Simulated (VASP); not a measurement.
# MgO (Fm-3m) in VASP: notebook

Runs on MgO. Level: r2SCAN. Tasks: single point.

Everything below comes from runs of VASP 6.6.1. Logs are shortened: lines on timing, memory, paths and dates and some standing lists are left out, and cuts for length are marked.

**What was measured.**

From “Electronic structure of alkaline earth and post-transition metal oxides”, 2009, arxiv:0908.1581, for a bulk crystal of MgO: band gap 7.83 eV.

The results are compared with them further down.

### 1 The cell of the first run

It takes space group Fm-3m (No. 225, cubic). Conventional cell: a = 4.204 Å, b = 4.204 Å, c = 4.204 Å, α = 90.00°, β = 90.00°, γ = 90.00°. Within 2.8 Å of Mg (site symmetry m-3m) lie 6 O at 2.10 Å. Within 2.8 Å of O (site symmetry m-3m) lie 6 Mg at 2.10 Å.

### 2 Single point, r2SCAN

File POSCAR:

```
MgO
1.0
    0.0000000000      2.1021086855      2.1021086855
    2.1021086855      0.0000000000      2.1021086855
    2.1021086855      2.1021086855      0.0000000000
Mg O
1 1
Direct
    0.0000000000      0.0000000000      0.0000000000
    0.5000000000      0.5000000000      0.5000000000
```

File INCAR.step1:

```
SYSTEM = MgO
ALGO     = Normal         ! electronic algorithm
EDIFF    = 1E-4           ! SCF threshold, eV
ENCUT    = 520            ! plane-wave cutoff, eV
GGA      = PE             ! functional
ISMEAR   = 0              ! smearing method
LASPH    = .TRUE.         ! aspherical terms in the spheres
LCHARG   = .FALSE.        ! write CHGCAR
LREAL    = .FALSE.        ! projectors in reciprocal space
LWAVE    = .TRUE.         ! write WAVECAR
NBANDS   = 11             ! bands
NELM     = 80             ! most SCF steps
PREC     = Accurate       ! precision mode
SIGMA    = 0.02           ! smearing width, eV
```

File INCAR.step2:

```
SYSTEM = MgO
ALGO     = Normal         ! electronic algorithm
EDIFF    = 1E-7           ! SCF threshold, eV
ENCUT    = 520            ! plane-wave cutoff, eV
ISIF     = 2              ! what is computed and relaxed
ISMEAR   = 0              ! smearing method
ISTART   = 1            
LASPH    = .TRUE.         ! aspherical terms in the spheres
LCHARG   = .FALSE.        ! write CHGCAR
LMIXTAU  = .TRUE.       
LREAL    = .FALSE.        ! projectors in reciprocal space
LWAVE    = .FALSE.        ! write WAVECAR
METAGGA  = R2SCAN         ! meta-GGA
NBANDS   = 11             ! bands
NELM     = 80             ! most SCF steps
PREC     = Accurate       ! precision mode
SIGMA    = 0.02           ! smearing width, eV
```

File KPOINTS:

```
k-points
0
G
  10 10 10
  0 0 0
```

Potentials or basis: VASP PAW PBE potentials, release 64 (Mg, O).

Started as:

```bash
$ cat potpaw_PBE.64/Mg/POTCAR potpaw_PBE.64/O/POTCAR > POTCAR
$ cp INCAR.step1 INCAR
$ mpirun -np 1 vasp_std > vasp.out
$ cp INCAR.step2 INCAR
$ mpirun -np 1 vasp_std > vasp.out
```

OUTCAR:

```text
SYSTEM = MgO
   EDIFF = 1E-7
   ENCUT = 520
   ISIF = 2
   ISMEAR = 0
   ISTART = 1
   LASPH = .TRUE.
   LREAL = .FALSE.
   METAGGA = R2SCAN
   NELM = 80
   PREC = Accurate

 ion  position               nearest neighbor table
   1  0.000  0.000  0.000-   2 2.10   2 2.10   2 2.10   2 2.10   2 2.10   2 2.10
   2  0.500  0.500  0.500-   1 2.10   1 2.10   1 2.10   1 2.10   1 2.10   1 2.10

  LATTYP: Found a face centered cubic cell.
 ALAT       =     4.2042173710

  Lattice vectors:

 A1 = (   0.0000000000,   2.1021086855,   2.1021086855)
 A2 = (   2.1021086855,   0.0000000000,   2.1021086855)
 A3 = (   2.1021086855,   2.1021086855,   0.0000000000)

Analysis of symmetry for initial positions (statically):
=====================================================================
 Subroutine PRICEL returns:
 Original cell was already a primitive cell.

 Routine SETGRP: Setting up the symmetry group for a
 face centered cubic supercell.

 Subroutine GETGRP returns: Found 48 space group operations
 (whereof 48 operations were pure point group operations)
 out of a pool of 48 trial point group operations.

The static configuration has the point symmetry O_h .

Analysis of symmetry for dynamics (positions and initial velocities):
=====================================================================
 Subroutine PRICEL returns:
 Original cell was already a primitive cell.

 Routine SETGRP: Setting up the symmetry group for a
 face centered cubic supercell.

 Subroutine GETGRP returns: Found 48 space group operations
 (whereof 48 operations were pure point group operations)
 out of a pool of 48 trial point group operations.

The dynamic configuration has the point symmetry O_h .

 Subroutine INISYM returns: Found 48 space group operations
 (whereof 48 operations are pure point group operations),
 and found     1 'primitive' translations

----------------------------------------------------------------------------------------

                                     Primitive cell

  volume of cell :      18.5779

  direct lattice vectors                    reciprocal lattice vectors
     0.000000000  2.102108686  2.102108686    -0.237856398  0.237856398  0.237856398
     2.102108686  0.000000000  2.102108686     0.237856398 -0.237856398  0.237856398
     2.102108686  2.102108686  0.000000000     0.237856398  0.237856398 -0.237856398

  length of vectors
     2.972830613  2.972830613  2.972830613     0.411979366  0.411979366  0.411979366

  position of ions in fractional coordinates (direct lattice)
     0.000000000  0.000000000  0.000000000
     0.500000000  0.500000000  0.500000000

  ion indices of the primitive-cell ions
   primitive index   ion index
                 1           1
                 2           2

----------------------------------------------------------------------------------------

 KPOINTS: k-points

Automatic generation of k-mesh.
 Grid dimensions read from file:
 generate k-points for:   10   10   10

 Generating k-lattice:

  Cartesian coordinates                     Fractional coordinates (reciprocal lattice)
    -0.023785640  0.023785640  0.023785640     0.100000000  0.000000000  0.000000000
     0.023785640 -0.023785640  0.023785640     0.000000000  0.100000000  0.000000000
     0.023785640  0.023785640 -0.023785640     0.000000000  0.000000000  0.100000000

  Length of vectors
     0.041197937  0.041197937  0.041197937

  Shift w.r.t. Gamma in fractional coordinates (k-lattice)
     0.000000000  0.000000000  0.000000000

 Subroutine IBZKPT returns following result:
 ===========================================

 Found     47 irreducible k-points:

 Following reciprocal coordinates:
            Coordinates               Weight
  0.000000  0.000000  0.000000      1.000000
  0.100000  0.000000  0.000000      8.000000
  0.200000  0.000000  0.000000      8.000000
  0.300000  0.000000  0.000000      8.000000
  0.400000  0.000000  0.000000      8.000000
  0.500000  0.000000  0.000000      4.000000
[... 16 lines left out ...]
  0.300000  0.300000  0.000000      6.000000
  0.400000  0.300000  0.000000     24.000000
 [... further k-points ...]
   k-points           NKPTS =     47   k-points in BZ     NKDIM =     47   number of bands    NBANDS=     11
   number of dos      NEDOS =    301   number of ions     NIONS =      2
   total plane-waves  NPLWV =  13824
   dimension x,y,z NGX =    24 NGY =   24 NGZ =   24
   dimension x,y,z NGXF=    48 NGYF=   48 NGZF=   48
   ions per type =               1   1
   NGX,Y,Z   is equivalent  to a cutoff of  13.42, 13.42, 13.42 a.u.
   NGXF,Y,Z  is equivalent  to a cutoff of  26.84, 26.84, 26.84 a.u.
 SYSTEM =  MgO
   PREC   = accura    normal or accurate (medium, high low for compatibility)
   ISTART =      1    job   : 0-new  1-cont  2-samecut
   ICHARG =      0    charge: 1-file 2-atom 10-const
   ISPIN  =      1    spin polarized calculation?
   LNONCOLLINEAR =      F non collinear calculations
   LSORBIT =      F    spin-orbit coupling
   LASPH  =      T    aspherical Exc in radial PAW
   ENCUT  =  520.0 eV  38.22 Ry    6.18 a.u.   5.53  5.53  5.53*2*pi/ulx,y,z
   NELM   =     80;   NELMIN=  2; NELMDL=  0     # of ELM steps
   EDIFF  = 0.1E-06   stopping-criterion for ELM
   LREAL  =      F    real-space projection
   EDIFFG = 0.1E-05   stopping-criterion for IOM
   NSW    =      0    number of steps for IOM
   IBRION =     -1    ionic relax: 0-MD 1-quasi-New 2-CG
   NFREE  =      0    steps in history (QN), initial steepest desc. (CG)
   ISIF   =      2    stress and relaxation
   ISYM   =      2    0-nonsym 1-usesym 2-fastsym
   POTIM  = 0.5000    time-step for ionic-motion
   TEBEG  =    0.0;   TEEND  =   0.0 temperature during run
   PSTRESS=    0.0 pullay stress
   NELECT =       8.0000    total number of electrons
   NUPDOWN=      -1.0000    fix difference up-down
   EMIN   =  10.00;   EMAX   =-10.00  energy-range for DOS
   EFERMI =   0.00;   METHOD = LEGACY
   ISMEAR =     0;   SIGMA  =   0.02  broadening in eV -4-tet -1-fermi 0-gaus
   EFERMI_NEDOS =   21; number of points for ismear=-14 and -15
   IALGO  =     38    algorithm
   IMIX   =      4    mixing-type and parameters
     AMIX     =   0.40;   BMIX     =  1.00
     AMIX_MAG =   1.60;   BMIX_MAG =  1.00
  volume/ion in A,a.u.               =       9.29        62.68
  Fermi-wavevector in a.u.,A,eV,Ry     =   1.236250  2.336174 20.793977  1.528314
  Thomas-Fermi vector in A             =   2.370866
   LORBIT       =      0    0 simple, 1 ext, 2 COOP (PROOUT), +10 PAW based schemes
   METAGGA = R2SCAN    functional components
   LHFCALC =     F    Hartree Fock is set to
   AEXX    =    0.0000 exact exchange contribution
   IVDW    =     0    specifies the selected vdW correction
   LEPSILON=     F    determine dielectric tensor
   LRPA    =     F    only Hartree local field effects (RPA)
 non-spin polarized calculation
 Gauss-broadening in eV      SIGMA  =   0.02
  energy-cutoff  :      520.00
  volume of cell :       18.58
 maximum number of plane-waves:       531
 NGX is ok and might be reduce to    24
   NGX = 11   NGY = 11   NGZ = 11

 number of electron       8.0000004 magnetization

 Free energy of the ion-electron system (eV)
  ---------------------------------------------------
  ext. energy  EPLUGINS =         0.00000000
  ---------------------------------------------------
  free energy    TOTEN  =       -16.16112348 eV

  energy without entropy =      -16.16112348  energy(sigma->0) =      -16.16112348

 E-fermi :   2.9688     XC(G=0): -11.6238

 val. band max:        2.8169386326   @ k =   0.0000   0.0000   0.0000
 cond. band min:       8.4777168123   @ k =   0.0000   0.0000   0.0000
 fundamental gap:      5.6607781797
 Fermi energy:         2.9687879749

 k-point     1 :       0.0000    0.0000    0.0000
  band No.  band energies     occupation
      1     -15.4123      2.00000
      2       2.8169      2.00000
      3       2.8169      2.00000
      4       2.8169      2.00000
      5       8.4777      0.00000
      6      19.6833      0.00000
      7      19.6833      0.00000
      8      19.6833      0.00000
      9      23.8447      0.00000
     10      25.6184      0.00000
     11      25.6184      0.00000

 k-point     2 :       0.1000    0.0000    0.0000
  band No.  band energies     occupation
      1     -15.3072      2.00000
      2       2.1868      2.00000
      3       2.7469      2.00000
      4       2.7469      2.00000
      5       9.0925      0.00000
      6      18.4398      0.00000
      7      19.9380      0.00000
      8      19.9380      0.00000
      9      24.9075      0.00000
     10      24.9075      0.00000
     11      25.5473      0.00000

 k-point     3 :       0.2000    0.0000    0.0000
  band No.  band energies     occupation
      1     -15.0195      2.00000
      2       0.8656      2.00000
      3       2.5693      2.00000
      4       2.5693      2.00000
      5      10.3055      0.00000
      6      16.9314      0.00000
      7      20.4612      0.00000
      8      20.4612      0.00000
      9      24.2125      0.00000
     10      24.2125      0.00000
     11      26.6358      0.00000

 k-point     4 :       0.3000    0.0000    0.0000
  band No.  band energies     occupation
      1     -14.6335      2.00000
      2      -0.4761      2.00000
      3       2.3601      2.00000
      4       2.3601      2.00000
      5      11.2616      0.00000
      6      16.2961      0.00000
      7      20.6147      0.00000
      8      20.6147      0.00000
      9      24.6904      0.00000
     10      24.6904      0.00000
     11      26.0483      0.00000

 k-point     5 :       0.4000    0.0000    0.0000
  band No.  band energies     occupation
      1     -14.2901      2.00000
      2      -1.4568      2.00000
      3       2.1984      2.00000
      4       2.1984      2.00000
      5      11.6105      0.00000
      6      16.4765      0.00000
      7      20.4099      0.00000
      8      20.4099      0.00000
      9      25.4833      0.00000
     10      26.0483      0.00000
     11      26.0483      0.00000
[... 211 lines left out ...]
 k-point    21 :      -0.3000    0.2000    0.0000
  band No.  band energies     occupation
      1     -14.2132      2.00000
      2      -0.8631      2.00000
      3       0.9938      2.00000
      4       2.1392      2.00000
      5      13.0919      0.00000
      6      15.8571      0.00000
      7      18.2472      0.00000
      8      21.4178      0.00000
      9      24.3485      0.00000
     10      25.3382      0.00000
     11      29.5391      0.00000

 k-point    22 :      -0.2000    0.2000    0.0000
  band No.  band energies     occupation
      1     -14.5191      2.00000
      2      -0.2779      2.00000
      3       1.4671      2.00000
      4       2.3543      2.00000
      5      12.2585      0.00000
      6      15.7770      0.00000
      7      19.1631      0.00000
      8      21.8988      0.00000
      9      22.4558      0.00000
     10      25.6248      0.00000
     11      29.3000      0.00000

 k-point    23 :       0.3000    0.3000    0.0000
  band No.  band energies     occupation
      1     -14.4354      2.00000
      2      -0.3425      2.00000
      3       1.8574      2.00000
      4       1.8574      2.00000
      5      12.7142      0.00000
      6      14.2058      0.00000
      7      18.4935      0.00000
      8      22.0825      0.00000
      9      22.0825      0.00000
     10      28.3689      0.00000
     11      31.9003      0.00000

 k-point    24 :       0.4000    0.3000    0.0000
  band No.  band energies     occupation
      1     -14.1940      2.00000
      2      -0.7792      2.00000
      3       1.4903      2.00000
      4       1.7053      2.00000
      5      13.4497      0.00000
      6      13.9812      0.00000
      7      17.6506      0.00000
      8      22.3643      0.00000
      9      22.5877      0.00000
     10      29.1734      0.00000
     11      31.4099      0.00000

 [... further k-points ...]
[... 5 lines left out ...]
  --------------------------------------------------------------------------------------
  -------------------------------------------------------------------------------------
  Total       -0.1303758     -0.1303758     -0.1303758      0.0000000     -0.0000000      0.0000000
  in kB      -11.2437720    -11.2437720    -11.2437720      0.0000000     -0.0000000      0.0000000
  external PRESSURE =     -11.2437720 kB  Pullay stress =       0.0000000 kB

 VOLUME and BASIS-vectors are now :
 -----------------------------------------------------------------------------
  energy-cutoff  :      520.00
  volume of cell :       18.58
      direct lattice vectors                 reciprocal lattice vectors
     0.000000000  2.102108686  2.102108686    -0.237856398  0.237856398  0.237856398
     2.102108686  0.000000000  2.102108686     0.237856398 -0.237856398  0.237856398
     2.102108686  2.102108686  0.000000000     0.237856398  0.237856398 -0.237856398

 POSITION                                       TOTAL-FORCE (eV/Angst)
 -----------------------------------------------------------------------------------
      0.00000      0.00000      0.00000        -0.000000     -0.000000      0.000000
      2.10211      2.10211      2.10211         0.000000      0.000000      0.000000
 -----------------------------------------------------------------------------------
    total drift:                               -0.000000     -0.000000      0.000000

  FREE ENERGIE OF THE ION-ELECTRON SYSTEM (eV)
  ---------------------------------------------------
  free  energy   TOTEN  =       -16.1611234764 eV

  energy  without entropy=      -16.1611234764  energy(sigma->0) =      -16.16112348
```

Run time: 17 s. Hardware: 1 thread of Intel Xeon 6975P-C (Granite Rapids), shared host; peak memory 0.15 GiB.

What came out:

* Free energy: -16.1611 eV
* Pressure: -1.1 GPa
* Band gap on the k mesh: 5.66 eV, direct

Caveat: the PAW data sets were made with another functional, which shifts forces and pressure a little.

### 3 Single point, r2SCAN

This run uses another cell than the first one, of 9.73 Å³/atom, 1.048 times its volume.

File POSCAR:

```
MgO
1.0
    0.0000000000      2.1351500000      2.1351500000
    2.1351500000      0.0000000000      2.1351500000
    2.1351500000      2.1351500000      0.0000000000
Mg O
1 1
Direct
    0.0000000000      0.0000000000      0.0000000000
    0.5000000000      0.5000000000      0.5000000000
```

File INCAR.step1:

```
SYSTEM = MgO
PREC     = Accurate       ! precision mode
ENCUT    = 660            ! plane-wave cutoff, eV
ISMEAR   = 0              ! smearing method
SIGMA    = 0.1            ! smearing width, eV
LREAL    = .FALSE.        ! projectors in reciprocal space
LASPH    = .TRUE.         ! aspherical terms in the spheres
NELM     = 120            ! most SCF steps
NBANDS   = 15             ! bands
GGA      = PE             ! functional
ALGO     = Normal         ! electronic algorithm
EDIFF    = 1E-5           ! SCF threshold, eV
LWAVE    = .TRUE.         ! write WAVECAR
LCHARG   = .FALSE.        ! write CHGCAR
GGA_COMPAT= .FALSE.
```

File INCAR.step2:

```
SYSTEM = MgO
PREC     = Accurate       ! precision mode
ENCUT    = 660            ! plane-wave cutoff, eV
EDIFF    = 1E-6           ! SCF threshold, eV
ISMEAR   = 0              ! smearing method
SIGMA    = 0.1            ! smearing width, eV
LREAL    = .FALSE.        ! projectors in reciprocal space
LASPH    = .TRUE.         ! aspherical terms in the spheres
NELM     = 120            ! most SCF steps
ALGO     = Normal         ! electronic algorithm
ISIF     = 2              ! what is computed and relaxed
LWAVE    = .FALSE.        ! write WAVECAR
LCHARG   = .TRUE.         ! write CHGCAR
METAGGA  = R2SCAN         ! meta-GGA
LMIXTAU  = .TRUE.       
LELF     = .TRUE.         ! ELF
LVHAR    = .TRUE.       
NBANDS   = 15             ! bands
ISTART   = 1            
GGA_COMPAT= .FALSE.
```

File KPOINTS:

```
regular mesh
0
G
  8 8 8
  0 0 0
```

Potentials or basis: VASP PAW PBE potentials, release 64 (Mg_sv, O).

Started as:

```bash
$ cat potpaw_PBE.64/Mg_sv/POTCAR potpaw_PBE.64/O/POTCAR > POTCAR
$ cp INCAR.step1 INCAR
$ mpirun -np 1 vasp_std > vasp.out
$ cp INCAR.step2 INCAR
$ mpirun -np 1 vasp_std > vasp.out
```

It took 27 s on 1 thread of Intel Xeon 6975P-C (Granite Rapids), shared host; peak memory 0.16 GiB.

Results (log left out):

* Free energy: -16.1586 eV
* Pressure: -7.2 GPa
* Band gap on the k mesh: 5.25 eV, direct

Levels at points of the mesh, in eV from the valence-band top:
| k point | band 6 | band 7 | band 8 | band 9 | band 10 | band 11 |
| --- | --- | --- | --- | --- | --- | --- |
| (0.00, 0.00, 0.00) | 0.00 | 0.00 | 0.00 | 5.25 | 16.61 | 16.61 |
| (0.50, 0.00, 0.00) | -4.41 | -0.63 | -0.63 | 8.56 | 13.37 | 17.08 |
| (0.50, 0.50, 0.00) | -3.91 | -1.31 | -1.31 | 9.98 | 10.73 | 13.86 |

Caveat: the PAW data sets were made with another functional, which shifts forces and pressure a little. r2SCAN opens gaps a little over a GGA but as a rule still falls short of measured ones.

### 4 Against experiment

Step 2. Measured gap of MgO: 7.83 eV (quoted in “Electronic structure of alkaline earth and post-transition metal oxides”, 2009, arxiv:0908.1581). This calculation gives 5.66 eV (-2.17 eV). The value is that of r2SCAN, without temperature or zero-point motion.
